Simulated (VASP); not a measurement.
Here is a VASP 6.6.1 calculation.

File INCAR:

```
SYSTEM = Cs2Na
  PREC = Accurate
  ENCUT = 600
  EDIFF = 1E-6
  ISMEAR = 0
  SIGMA = 0.1
  LREAL = .FALSE.
  LASPH = .TRUE.
  NELM = 80
  ALGO = Fast
  ISIF = 3
  LWAVE = .FALSE.
  LCHARG = .FALSE.
  GGA = PE
  IBRION = 2
  NSW = 100
  EDIFFG = -0.01
```

File KPOINTS:

```
regular mesh
0
G
  6 6 6
  0 0 0
```

POSCAR

```
Cs2Na
1.0
    0.0000000000      6.3864111085      6.3864111085
    6.3864111085      0.0000000000      6.3864111085
    6.3864111085      6.3864111085      0.0000000000
Cs Na
4 2
Direct
    0.1250000000      0.1250000000      0.1250000000
    0.6250000000      0.1250000000      0.1250000000
    0.1250000000      0.1250000000      0.6250000000
    0.1250000000      0.6250000000      0.1250000000
    0.5000000000      0.5000000000      0.5000000000
    0.7500000000      0.7500000000      0.7500000000
```

Potentials or basis: VASP PAW PBE potentials, release 64 (Cs_sv, Na_pv).

Command:

```console
$ cat potpaw_PBE.64/Cs_sv/POTCAR potpaw_PBE.64/Na_pv/POTCAR > POTCAR
$ mpirun -np 1 vasp_std > vasp.out
```

(1) Estimate the relaxed cell.

(2) Estimate the relaxed volume.

(3) Estimate the space group after relaxing (to 0.1 Å).

(4) Estimate the band gap on the k mesh.

Answers

(1) a = 9.099 Å, b = 9.099 Å, c = 9.099 Å, α = 60.00°, β = 60.00°, γ = 60.00°.

(2) 88.79 Å³/atom.

(3) Fd-3m (No. 227).

(4) zero (bands 25 and 26 overlap by 0.81 eV).

Caveat: spin-orbit coupling is left out, which moves the levels of the heavy elements.
